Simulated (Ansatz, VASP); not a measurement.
MoS2 in VASP and in Ansatz

Contents of INCAR:

```
SYSTEM = MoS2
ALGO = Normal ; EDIFF = 1E-8
ENCUT = 520 ; GGA = PE
ISIF = 2 ; ISMEAR = -1
LASPH = .TRUE. ; LCHARG = .FALSE.
LEFG = .TRUE. ; LREAL = .FALSE.
LWAVE = .FALSE. ; NBANDS = 35
NELM = 80 ; PREC = Accurate
SIGMA = 0.03
```

File KPOINTS:

```
k-points
0
G
  10 10 3
  0 0 0
```

Contents of POSCAR:

```
MoS2
1.0
    3.1610016016     -0.0158050080     -0.0158050080
   -1.5941883392      2.7454101924     -0.0057850344
   -0.0614750000     -0.0614750000     12.2950000000
Mo S
2 4
Direct
    0.3333333333      0.6666666667      0.2500000000
    0.6666666667      0.3333333333      0.7500000000
    0.3333333333      0.6666666667      0.6275000000
    0.6666666667      0.3333333333      0.1275000000
    0.3333333333      0.6666666667      0.8725000000
    0.6666666667      0.3333333333      0.3725000000
```

Input for Ansatz:

```yaml
crystal:
  lattice:
    - [3.1610016016, -0.015805008, -0.015805008]
    - [-1.5941883392, 2.7454101924, -0.0057850344]
    - [-0.061475, -0.061475, 12.295]
  atoms:
    - { symbol: Mo, position: [0.3333333333, 0.6666666667, 0.25] }
    - { symbol: Mo, position: [0.6666666667, 0.3333333333, 0.75] }
    - { symbol: S, position: [0.3333333333, 0.6666666667, 0.6275] }
    - { symbol: S, position: [0.6666666667, 0.3333333333, 0.1275] }
    - { symbol: S, position: [0.3333333333, 0.6666666667, 0.8725] }
    - { symbol: S, position: [0.6666666667, 0.3333333333, 0.3725] }
kpoints:
  mp_grid: { grid: [10, 10, 3] }
scf:
  occupations: { method: fermi_dirac, width: 0.03 }
hamiltonian:
  xc: pbe
  pseudopotentials: { kind: all_electron, datasets: crystal }
output:
  forces: true
  stress: true
  eigenvalues: true
  efg: { contact_densities: true }
```

Change from the starting cell: equal xy, yz and zx shear strains of -1 %, crystal datasets.

Alike in both runs: task electric field gradients; functional PBE; k mesh 10 × 10 × 3; occupations fermi-dirac, width 0.03 eV; no spin polarisation.

|  | VASP | Ansatz |
| --- | --- | --- |
| version | VASP 6.6.1 | Ansatz 0.2.0 |
| potentials or method | VASP PAW PBE potentials, release 64 (Mo_sv, S), cutoff 520 eV | all-electron PAW with datasets made for the crystal, scalar-relativistic |

|  | VASP | Ansatz | Ansatz less VASP |
| --- | --- | --- | --- |
| pressure (GPa) | 8.8 | 9.0 | +0.18 |
| traceless stress, the component that is largest in VASP (GPa) | 4.39 | 4.43 | +0.045 |
| rms of the force components (eV/Å) | 0.579 | 0.588 | +0.0091 |
| size of Vzz on the site where it differs most (V/Å²) | 94.5 | 92.0 | -2.51 |

Atom by atom the forces differ by 0.009 eV/Å (rms over components). Ansatz ran all-electron here, and VASP with PAW potentials.
